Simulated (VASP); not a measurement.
# In (R-3m) in VASP: a series of runs

Aim: see how the results for In move with the level of theory and the settings. Levels: BLYP, LDA, PBEsol. Tasks: single point.

All numbers are computed with VASP 6.6.1; they aren't measurements. Logs are shortened: lines on timing, memory, paths and dates and some standing lists are left out, and cuts for length are marked.

**1. The cell of the first run**

Symmetry: R-3m, No. 166, trigonal system. Conventional cell: a = 3.339 Å, b = 3.339 Å, c = 24.622 Å, α = 90.00°, β = 90.00°, γ = 120.00°. In (site symmetry -3m) has 12 In at 3.34 to 3.35 Å within 4.4 Å. Within 4.4 Å of In (site symmetry 3m) lie 12 In at 3.34 to 3.35 Å.

**2. Single point, BLYP**

The input, INCAR:

```
  PREC = Accurate
  ENCUT = 520
  EDIFF = 1E-7
  ISMEAR = -1
  SIGMA = 0.15
  LREAL = False
  LASPH = True
  NELM = 60
  ALGO = Normal
  ISIF = 2
  LWAVE = False
  LCHARG = True
  GGA = B5
  ALDAX = 1.0
  AGGAX = 1.0
  AGGAC = 1.0
  ALDAC = 0.0
  LELF = True
  LVHAR = True
  NBANDS = 26
```

The input, KPOINTS:

```
regular mesh
0
Gamma
  10 10 10
```

The input, POSCAR:

```
In
1.0
    1.6696400000      0.9639700000      8.2074600000
   -1.6696400000      0.9639700000      8.2074600000
    0.0000000000     -1.9279300000      8.2074600000
In
3
Direct
    0.0000000000      0.0000000000      0.0000000000
    0.7780100000      0.7780100000      0.7780100000
    0.2219900000      0.2219900000      0.2219900000
```

Potentials or basis: VASP PAW PBE potentials, release 64 (In_d).

Run with:

```sh
$ cat potpaw_PBE.64/In_d/POTCAR > POTCAR
$ mpirun -np 1 vasp_std > vasp.out
```

OUTCAR:

```text
PREC = Accurate
   ENCUT = 520
   EDIFF = 1E-7
   ISMEAR = -1
   LREAL = False
   LASPH = True
   NELM = 60
   ISIF = 2
   GGA = B5

 ion  position               nearest neighbor table
   1  0.000  0.000  0.000-   2 3.35   3 3.35   2 3.35   2 3.35   3 3.35   3 3.35
   2  0.778  0.778  0.778-   3 3.34   3 3.34   3 3.34   1 3.35   1 3.35   1 3.35
   3  0.222  0.222  0.222-   2 3.34   2 3.34   2 3.34   1 3.35   1 3.35   1 3.35

  LATTYP: Found a trigonal (rhomboedric) cell.
 ALAT       =     8.4308561571
 COS(alpha) =     0.9215609513

  Lattice vectors:

 A1 = (   1.6696400000,   0.9639700000,   8.2074600000)
 A2 = (  -1.6696400000,   0.9639700000,   8.2074600000)
 A3 = (   0.0000000000,  -1.9279300000,   8.2074600000)

Analysis of symmetry for initial positions (statically):
=====================================================================
 Subroutine PRICEL returns:
 Original cell was already a primitive cell.

 Routine SETGRP: Setting up the symmetry group for a
 trigonal (rhombohedral) supercell.

 Subroutine GETGRP returns: Found 12 space group operations
 (whereof 12 operations were pure point group operations)
 out of a pool of 12 trial point group operations.

The static configuration has the point symmetry D_3d.

Analysis of symmetry for dynamics (positions and initial velocities):
=====================================================================
 Subroutine PRICEL returns:
 Original cell was already a primitive cell.

 Routine SETGRP: Setting up the symmetry group for a
 trigonal (rhombohedral) supercell.

 Subroutine GETGRP returns: Found 12 space group operations
 (whereof 12 operations were pure point group operations)
 out of a pool of 12 trial point group operations.

The dynamic configuration has the point symmetry D_3d.

 Subroutine INISYM returns: Found 12 space group operations
 (whereof 12 operations are pure point group operations),
 and found     1 'primitive' translations

----------------------------------------------------------------------------------------

                                     Primitive cell

  volume of cell :      79.2583

  direct lattice vectors                    reciprocal lattice vectors
     1.669640000  0.963970000  8.207460000     0.299465753  0.172896712  0.040613388
    -1.669640000  0.963970000  8.207460000    -0.299465753  0.172896712  0.040613388
     0.000000000 -1.927930000  8.207460000     0.000000000 -0.345793423  0.040613599
[... 78 lines left out ...]
   ISTART =      0    job   : 0-new  1-cont  2-samecut
   ICHARG =      2    charge: 1-file 2-atom 10-const
   ISPIN  =      1    spin polarized calculation?
   LNONCOLLINEAR =      F non collinear calculations
   LSORBIT =      F    spin-orbit coupling
   LASPH  =      T    aspherical Exc in radial PAW
   ENCUT  =  520.0 eV  38.22 Ry    6.18 a.u.  15.68 15.68 15.68*2*pi/ulx,y,z
   NELM   =     60;   NELMIN=  2; NELMDL= -5     # of ELM steps
   EDIFF  = 0.1E-06   stopping-criterion for ELM
   LREAL  =      F    real-space projection
   EDIFFG = 0.1E-05   stopping-criterion for IOM
   NSW    =      0    number of steps for IOM
   IBRION =     -1    ionic relax: 0-MD 1-quasi-New 2-CG
   NFREE  =      0    steps in history (QN), initial steepest desc. (CG)
   ISIF   =      2    stress and relaxation
   ISYM   =      2    0-nonsym 1-usesym 2-fastsym
   POTIM  = 0.5000    time-step for ionic-motion
   TEBEG  =    0.0;   TEEND  =   0.0 temperature during run
   PSTRESS=    0.0 pullay stress
   NELECT =      39.0000    total number of electrons
   NUPDOWN=      -1.0000    fix difference up-down
   EMIN   =  10.00;   EMAX   =-10.00  energy-range for DOS
   EFERMI =   0.00;   METHOD = LEGACY
   ISMEAR =    -1;   SIGMA  =   0.15  broadening in eV -4-tet -1-fermi 0-gaus
   EFERMI_NEDOS =   21; number of points for ismear=-14 and -15
   IALGO  =     38    algorithm
   IMIX   =      4    mixing-type and parameters
     AMIX     =   0.40;   BMIX     =  1.00
     AMIX_MAG =   1.60;   BMIX_MAG =  1.00
  volume/ion in A,a.u.               =      26.42       178.29
  Fermi-wavevector in a.u.,A,eV,Ry     =   1.292453  2.442382 22.727643  1.670435
  Thomas-Fermi vector in A             =   2.424160
   LORBIT       =      0    0 simple, 1 ext, 2 COOP (PROOUT), +10 PAW based schemes
   GGA     = B5    functional components
   LHFCALC =     F    Hartree Fock is set to
   AEXX    =    0.0000 exact exchange contribution
   IVDW    =     0    specifies the selected vdW correction
   LEPSILON=     F    determine dielectric tensor
   LRPA    =     F    only Hartree local field effects (RPA)
 non-spin polarized calculation
  energy-cutoff  :      520.00
  volume of cell :       79.26
 maximum number of plane-waves:      2160
   NGX = 31   NGY = 31   NGZ = 31

 number of electron      38.9999997 magnetization

 Free energy of the ion-electron system (eV)
  ---------------------------------------------------
  ext. energy  EPLUGINS =         0.00000000
  ---------------------------------------------------
  free energy    TOTEN  =        -5.42282263 eV

  energy without entropy =       -5.32339249  energy(sigma->0) =       -5.37310756

 E-fermi :   7.9198     XC(G=0):  -9.6187

 val. band max:        7.8869024892   @ k =   0.2000   0.2000  -0.0000
 cond. band min:       7.9244781842   @ k =  -0.3000   0.4000   0.2000
 fundamental gap:      0.0375756949
 Fermi energy:         7.9198368718

 k-point     1 :       0.0000    0.0000    0.0000
  band No.  band energies     occupation
      1      -6.8469      2.00000
      2      -6.8432      2.00000
      3      -6.8078      2.00000
      4      -6.7997      2.00000
      5      -6.7997      2.00000
      6      -6.7765      2.00000
[... 685 lines left out ...]
     25      13.2470      0.00000
     26      13.4066      0.00000

 [... further k-points ...]
[... 5 lines left out ...]
  --------------------------------------------------------------------------------------
  -------------------------------------------------------------------------------------
  Total        2.7624461      2.7624436      3.0577385      0.0000000      0.0000012      0.0000000
  in kB       55.8418131     55.8417625     61.8110385      0.0000000      0.0000251      0.0000000
  external PRESSURE =      57.8315380 kB  Pullay stress =       0.0000000 kB

 VOLUME and BASIS-vectors are now :
 -----------------------------------------------------------------------------
  energy-cutoff  :      520.00
  volume of cell :       79.26
      direct lattice vectors                 reciprocal lattice vectors
     1.669640000  0.963970000  8.207460000     0.299465753  0.172896712  0.040613388
    -1.669640000  0.963970000  8.207460000    -0.299465753  0.172896712  0.040613388
     0.000000000 -1.927930000  8.207460000     0.000000000 -0.345793423  0.040613599

 POSITION                                       TOTAL-FORCE (eV/Angst)
 -----------------------------------------------------------------------------------
      0.00000      0.00000      0.00000         0.000000      0.000000     -0.000000
      0.00000      0.00001     19.15646         0.000000     -0.000000     -0.021529
      0.00000      0.00000      5.46592        -0.000000      0.000000      0.021529
 -----------------------------------------------------------------------------------
    total drift:                                0.000000      0.000000     -0.000000

  FREE ENERGIE OF THE ION-ELECTRON SYSTEM (eV)
  ---------------------------------------------------
  free  energy   TOTEN  =        -5.4228226281 eV

  energy  without entropy=       -5.3233924928  energy(sigma->0) =       -5.37310756
```

OSZICAR:

```text
N       E                     dE             d eps       ncg     rms          rms(c)
DAV:   1     0.353855873247E+03    0.35386E+03   -0.18827E+04  6032   0.204E+03
DAV:   2     0.250448599769E+02   -0.32881E+03   -0.32439E+03  6032   0.442E+02
DAV:   3    -0.444733513909E+01   -0.29492E+02   -0.29211E+02  7166   0.160E+02
DAV:   4    -0.547915362439E+01   -0.10318E+01   -0.10303E+01  7286   0.329E+01
DAV:   5    -0.553678129912E+01   -0.57628E-01   -0.57622E-01  9674   0.591E+00    0.413E+00
DAV:   6    -0.543904228423E+01    0.97739E-01   -0.21934E-01  7904   0.686E+00    0.177E+00
DAV:   7    -0.542389914667E+01    0.15143E-01   -0.54383E-02  8408   0.305E+00    0.405E-01
DAV:   8    -0.542278635922E+01    0.11128E-02   -0.35588E-03  7046   0.765E-01    0.652E-02
DAV:   9    -0.542280837683E+01   -0.22018E-04   -0.21275E-04  9356   0.158E-01    0.290E-02
DAV:  10    -0.542282107782E+01   -0.12701E-04   -0.19885E-05  6746   0.481E-02    0.498E-03
DAV:  11    -0.542282259419E+01   -0.15164E-05   -0.22908E-06  8158   0.182E-02    0.220E-03
DAV:  12    -0.542282262808E+01   -0.33891E-07   -0.33783E-07  5592   0.386E-03
   1 F= -.54228226E+01 E0= -.53731076E+01  d E =-.994301E-01
```

stdout:

```text
POSCAR found type information on POSCAR In
 POSCAR found :  1 types and       3 ions
 scaLAPACK will be used
 -----------------------------------------------------------------------------
|                                                                             |
|                                                                             |
|     You enforced a specific xc type in the INCAR file but a different       |
|     I HOPE YOU KNOW WHAT YOU ARE DOING!                                     |
|                                                                             |
 -----------------------------------------------------------------------------

 LDA part: xc-table for (Slater(with rela. corr.)+VWN5), standard interpolation
 POSCAR, INCAR and KPOINTS ok, starting setup
 FFT: planning ... GRIDC
 FFT: planning ... GRID_SOFT
 FFT: planning ... GRID
 WAVECAR not read
 entering main loop
```

It took 13 min on 1 thread of Intel Xeon Platinum 8488C (Sapphire Rapids), shared host; peak memory 0.61 GiB.

What came out:

| Quantity | Value |
| --- | --- |
| Free energy | -5.4228 eV |
| Pressure | 5.8 GPa |
| Largest force | 0.022 eV/Å |
| Band gap on the k mesh | zero (an odd number of electrons rules out a gap without spin polarisation) |

Forces on the atoms (eV/Å):
```
In   0.000  0.000  0.000
In   0.000  0.000 -0.022
In   0.000  0.000  0.022
```

Caveat: the cell stands under pressure; the PAW data sets were made with another functional, which shifts forces and pressure a little; spin-orbit coupling is left out, which moves the levels of the heavy elements.

**3. Single point, LDA**

The input, INCAR:

```
SYSTEM = In
  PREC = Accurate
  ENCUT = 520
  EDIFF = 1E-6
  ISMEAR = -1
  SIGMA = 0.15
  LREAL = .FALSE.
  LASPH = .TRUE.
  NELM = 100
  ALGO = Normal
  ISIF = 2
  LWAVE = .FALSE.
  LCHARG = .FALSE.
  NBANDS = 26
```

The input, KPOINTS:

```
Automatic mesh
0
G
  10 10 10
  0 0 0
```

POSCAR is that of step 2.

Potentials or basis: VASP PAW LDA potentials, release 64 (In_d).

Run with:

```sh
$ cat potpaw_LDA.64/In_d/POTCAR > POTCAR
$ mpirun -np 1 vasp_std > vasp.out
```

OUTCAR:

```text
SYSTEM = In
   PREC = Accurate
   ENCUT = 520
   EDIFF = 1E-6
   ISMEAR = -1
   LREAL = .FALSE.
   LASPH = .TRUE.
   NELM = 100
   ISIF = 2

 ion  position               nearest neighbor table
   1  0.000  0.000  0.000-   2 3.35   3 3.35   2 3.35   2 3.35   3 3.35   3 3.35
   2  0.778  0.778  0.778-   3 3.34   3 3.34   3 3.34   1 3.35   1 3.35   1 3.35
   3  0.222  0.222  0.222-   2 3.34   2 3.34   2 3.34   1 3.35   1 3.35   1 3.35

  LATTYP: Found a trigonal (rhomboedric) cell.
 ALAT       =     8.4308561571
 COS(alpha) =     0.9215609513

  Lattice vectors:

 A1 = (   1.6696400000,   0.9639700000,   8.2074600000)
 A2 = (  -1.6696400000,   0.9639700000,   8.2074600000)
 A3 = (   0.0000000000,  -1.9279300000,   8.2074600000)

Analysis of symmetry for initial positions (statically):
=====================================================================
 Subroutine PRICEL returns:
 Original cell was already a primitive cell.

 Routine SETGRP: Setting up the symmetry group for a
 trigonal (rhombohedral) supercell.

 Subroutine GETGRP returns: Found 12 space group operations
[... 160 lines left out ...]
  ext. energy  EPLUGINS =         0.00000000
  ---------------------------------------------------
  free energy    TOTEN  =        -9.64773157 eV

  energy without entropy =       -9.54908878  energy(sigma->0) =       -9.59841017

 E-fermi :   7.1154     XC(G=0): -10.4809

 val. band max:        7.1140844170   @ k =  -0.4000  -0.4000   0.2000
 cond. band min:       7.1227566302   @ k =  -0.3000   0.4000   0.2000
 fundamental gap:      0.0086722132
 Fermi energy:         7.1154024460

 k-point     1 :       0.0000    0.0000    0.0000
  band No.  band energies     occupation
      1      -7.4761      2.00000
      2      -7.4736      2.00000
      3      -7.4339      2.00000
      4      -7.4258      2.00000
      5      -7.4258      2.00000
      6      -7.4029      2.00000
[... 685 lines left out ...]
     25      12.4601      0.00000
     26      12.5752      0.00000

 [... further k-points ...]
[... 5 lines left out ...]
  --------------------------------------------------------------------------------------
  -------------------------------------------------------------------------------------
  Total       -1.4842215     -1.4842201     -1.1533197      0.0000000     -0.0000005      0.0000000
  in kB      -30.0029813    -30.0029541    -23.3139264      0.0000000     -0.0000095      0.0000000
  external PRESSURE =     -27.7732873 kB  Pullay stress =       0.0000000 kB

 VOLUME and BASIS-vectors are now :
 -----------------------------------------------------------------------------
  energy-cutoff  :      520.00
  volume of cell :       79.26
      direct lattice vectors                 reciprocal lattice vectors
     1.669640000  0.963970000  8.207460000     0.299465753  0.172896712  0.040613388
    -1.669640000  0.963970000  8.207460000    -0.299465753  0.172896712  0.040613388
     0.000000000 -1.927930000  8.207460000     0.000000000 -0.345793423  0.040613599

 POSITION                                       TOTAL-FORCE (eV/Angst)
 -----------------------------------------------------------------------------------
      0.00000      0.00000      0.00000         0.000000     -0.000000     -0.000000
      0.00000      0.00001     19.15646         0.000000     -0.000000     -0.018310
      0.00000      0.00000      5.46592         0.000000      0.000000      0.018310
 -----------------------------------------------------------------------------------
    total drift:                                0.000000      0.000000     -0.000000

  FREE ENERGIE OF THE ION-ELECTRON SYSTEM (eV)
  ---------------------------------------------------
  free  energy   TOTEN  =        -9.6477315720 eV

  energy  without entropy=       -9.5490887761  energy(sigma->0) =       -9.59841017
```

stdout:

```text
POSCAR found type information on POSCAR In
 POSCAR found :  1 types and       3 ions
 scaLAPACK will be used
 LDA part: xc-table for (Slater(with rela. corr.)+CA(PZ))
 , standard interpolation
 POSCAR, INCAR and KPOINTS ok, starting setup
 FFT: planning ... GRIDC
 FFT: planning ... GRID_SOFT
 FFT: planning ... GRID
 WAVECAR not read
 entering main loop
```

It took 13 min on 1 thread of Intel Xeon Platinum 8488C (Sapphire Rapids), shared host; peak memory 0.51 GiB.

What came out:

```yaml
Free_energy: -9.6477 eV
Pressure: -2.8 GPa
Largest_force: 0.018 eV/Å
Band_gap_on_the_k_mesh: zero (an odd number of electrons rules out a gap without spin polarisation)
```

Forces in eV/Å, atoms in the order of the input:
```
In   0.000  0.000  0.000
In   0.000  0.000 -0.018
In   0.000  0.000  0.018
```

Caveat: spin-orbit coupling is left out, which moves the levels of the heavy elements.

(Continued in part 2 of 2.)

The gap in the log of VASP goes by the Fermi energy; the results here count the filled bands.